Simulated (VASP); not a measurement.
Input of a VASP 6.6.1 run:

File INCAR:

```
PREC = Accurate
ENCUT = 600
EDIFF = 1E-6
ISMEAR = 0
SIGMA = 0.2
LREAL = False
LASPH = True
NELM = 100
ALGO = Normal
ISIF = 3
LWAVE = False
LCHARG = False
GGA = PE
IBRION = 2
NSW = 36
EDIFFG = -0.08
```

Contents of KPOINTS:

```
Automatic mesh
0
Gamma
  5 5 2
```

POSCAR

```
Nb3Si2O
1.0
    3.9218619600      0.0000000000      0.0000000000
   -1.9609309800      3.3964320900      0.0000000000
    0.0000000000      0.0000000000      7.4478973700
Nb Si O
3 2 1
Direct
    0.0000000000      0.0000000000      0.5000000000
    0.0000000000      0.0000000000      0.2122782900
    0.0000000000      0.0000000000      0.7877217100
    0.3333333300      0.6666666700      0.3790091200
    0.3333333300      0.6666666700      0.6209908800
    0.0000000000      0.0000000000      0.0000000000
```

Potentials or basis: VASP PAW PBE potentials, release 64 (Nb_sv, Si, O).

The run is started by

```sh
$ cat potpaw_PBE.64/Nb_sv/POTCAR potpaw_PBE.64/Si/POTCAR potpaw_PBE.64/O/POTCAR > POTCAR
$ mpirun -np 1 vasp_std > vasp.out
```

(1) Predict the relaxed cell.

(2) Estimate the band gap on the k mesh.

(3) Predict the space group after relaxing (to 0.1 Å).

Results:

(1) a = 3.024 Å, b = 3.024 Å, c = 11.875 Å, α = 90.00°, β = 90.00°, γ = 120.00°.

(2) zero (an odd number of electrons rules out a gap without spin polarisation).

(3) P-6m2 (No. 187).

Caveat: a cell axis changed by over 15 % at a fixed basis, so the end point is rough; an odd number of electrons without spin polarisation forces a metal; a magnetic or distorted state may lie lower.
